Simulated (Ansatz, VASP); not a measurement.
# One calculation of Cd2S, two programs

```
CELL_PARAMETERS angstrom
1.89845 -5.65156 0.00000
1.89845 5.65156 0.00000
0.00000 0.00000 3.84539
ATOMIC_POSITIONS crystal
Cd 0.34676 0.65324 0.00000
Cd 0.65324 0.34676 0.00000
S 0.50000 0.50000 0.50000
```

Alike in both runs: functional PBE; k mesh 10 × 10 × 10; occupations gaussian, width 0.01 eV; no spin polarisation.

Ansatz relaxed the structure, and its values are those at the end. VASP's run is a single point on that final structure, the one shown.

|  | VASP | Ansatz |
| --- | --- | --- |
| version | VASP 6.6.1 | Ansatz 0.2.0 |
| potentials or method | VASP PAW PBE potentials, release 64 (Cd_sv_GW, S), cutoff 630 eV | scalar-relativistic, plane waves, PAW |
| valence electrons in the cell | 46 | 46 |

Ansatz gave:

```
gap on the k mesh at the Fermi level (eV) : 0.10
least direct gap on the mesh (eV)         : 0.17
pressure (GPa)                            : 0.0
rms of the force components (eV/Å)        : 0.000
```

Q: What did VASP give for the same quantities?

A: gap on the k mesh at the Fermi level (eV): 0.10; least direct gap on the mesh (eV): 0.17; pressure (GPa): -0.1; rms of the force components (eV/Å): 0.004.
